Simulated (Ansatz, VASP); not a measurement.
**KTaO3: VASP beside Ansatz**

```
K Ta O
1.0
     4.05497    0.00000    0.00000
     0.00000    4.05497    0.00000
     0.00000    0.00000    4.05497
K Ta O
1 1 3
Cartesian
  2.0275 2.0275 2.0275
  0.0000 0.0000 0.0000
  2.0275 0.0000 0.0000
  0.0000 2.0275 0.0000
  0.0000 0.0000 2.0275
```

Alike in both runs: task single point; functional PBEsol; k mesh 8 × 8 × 8; occupations gaussian, width 0.05 eV; no spin polarisation.

|  | VASP | Ansatz |
| --- | --- | --- |
| version | VASP 6.6.1 | Ansatz 0.2.0 |
| potentials or method | VASP PAW PBE potentials, release 64 (K_sv, Ta_pv, O), cutoff 520 eV | scalar-relativistic, plane waves, PAW |
| valence electrons in the cell | 38 | 40 |

VASP gave:

- gap on the k mesh at the Fermi level (eV): 1.98
- least direct gap on the mesh (eV): 2.62
- pressure (GPa): -8.8

Problem. Estimate Ansatz's values.

Solution. gap on the k mesh at the Fermi level (eV): 2.02; least direct gap on the mesh (eV): 2.65; pressure (GPa): -9.4.

VASP's potentials were made for PBE, not for PBEsol. VASP's potentials hold 38 valence electrons a cell and Ansatz's 40, so a difference there can come from the potentials and not from the codes.

Neither program's run includes spin-orbit coupling.
